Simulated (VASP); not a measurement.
The system is PtS2.

```xyz
3
Lattice="1.7391 1.0041 5.0959 -1.7391 1.0041 5.0959 0.0000 -2.0082 5.0959" Properties=species:S:1:pos:R:3 pbc="T T T"
Pt    0.0000    0.0000   -0.0401
S     0.0000    0.0000    6.5064
S     0.0000    0.0000    3.7255
```

Base run:

| Quantity | Value |
| --- | --- |
| Program | VASP 6.6.1 |
| Functional | r2SCAN |
| Potentials or basis | VASP PAW PBE potentials, release 64 (Pt, S) |
| Cutoff | 520 eV |
| k mesh | 8 × 8 × 8 |
| Occupations | fermi-dirac, width 0.02 eV |
| Spin | no spin polarisation |

Its results: band gap on the k mesh zero (bands 11 and 12 overlap by 0.60 eV); pressure 1.2 GPa; largest force 0.068 eV/Å.

Task: The run is repeated on the same cell with these changes: functional from r2SCAN to PBE. What comes out?

Result: Band gap on the k mesh zero (bands 11 and 12 overlap by 0.63 eV); pressure 2.9 GPa; largest force 0.141 eV/Å.

Caveats: spin-orbit coupling is left out, which moves the levels of the heavy elements; the PAW data sets were made with another functional, which shifts forces and pressure a little (at least some runs).
